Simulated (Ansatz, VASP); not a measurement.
InSe: VASP beside Ansatz

INCAR

```
ALGO = Normal ; DIPOL = 0.5 0.5 0.500
EDIFF = 1E-7 ; ENCUT = 520
GGA = PE ; IDIPOL = 3
ISIF = 2 ; ISMEAR = 0
IVDW = 12 ; LASPH = True
LCHARG = True ; LDIPOL = True
LELF = True ; LREAL = False
LVACPOTAV = True ; LVHAR = True
LWAVE = False ; NBANDS = 27
NELM = 80 ; PREC = Accurate
SIGMA = 0.02
```

The input KPOINTS:

```
k-points
0
Gamma
  9 9 1
```

POSCAR

```
InSe
1.0
    3.8250000000      0.0000000000      0.0000000000
   -1.9125000000      3.3125471695      0.0000000000
    0.0000000000      0.0000000000     36.7199571806
Se In
2 2
Direct
    0.0000000000      0.0000000000      0.4314266711
    0.0000000000      0.0000000000      0.5685455674
    0.6666666667      0.3333333333      0.4644104082
    0.6666666667      0.3333333333      0.5355618847
```

Input for Ansatz:

```yaml
crystal:
  lattice:
    - [3.825, 0.0, 0.0]
    - [-1.9125, 3.3125471695, 0.0]
    - [0.0, 0.0, 36.7199571806]
  atoms:
    - { symbol: Se, position: [0.0, 0.0, 0.4314266711] }
    - { symbol: In, position: [0.6666666667, 0.3333333333, 0.4644104082] }
    - { symbol: In, position: [0.6666666667, 0.3333333333, 0.5355618847] }
    - { symbol: Se, position: [0.0, 0.0, 0.5685455674] }
  periodic: [true, true, false]
basis:
  ecutwfc: 420
kpoints:
  mp_grid: { grid: [9, 9, 1] }
hamiltonian:
  xc: pbe
  pseudopotentials: { kind: paw, azcp: { folder: soft_1 } }
  dispersion: d3bj
scf:
  occupations: { method: gaussian, width: 0.02 }
output:
  forces: true
  stress: true
  eigenvalues: true
```

Alike in both runs: task single point; functional PBE; dispersion D3(BJ); k mesh 9 × 9 × 1; occupations gaussian, width 0.02 eV; no spin polarisation.

```csv
,VASP,Ansatz
version,VASP 6.6.1,Ansatz 0.2.0
potentials or method,"VASP PAW PBE potentials, release 64 (Se, In_d), cutoff 520 eV","scalar-relativistic, plane waves, PAW"
valence electrons in the cell,38,58
```

|  | VASP | Ansatz | Ansatz less VASP |
| --- | --- | --- | --- |
| gap on the k mesh at the Fermi level (eV) | 2.19 | 2.21 | +0.013 |
| least direct gap on the mesh (eV) | 2.31 | 2.32 | +0.010 |
| rms of the force components (eV/Å) | 0.720 | 0.709 | -0.0104 |

VASP's potentials hold 38 valence electrons a cell and Ansatz's 58, so a difference there can come from the potentials and not from the codes.
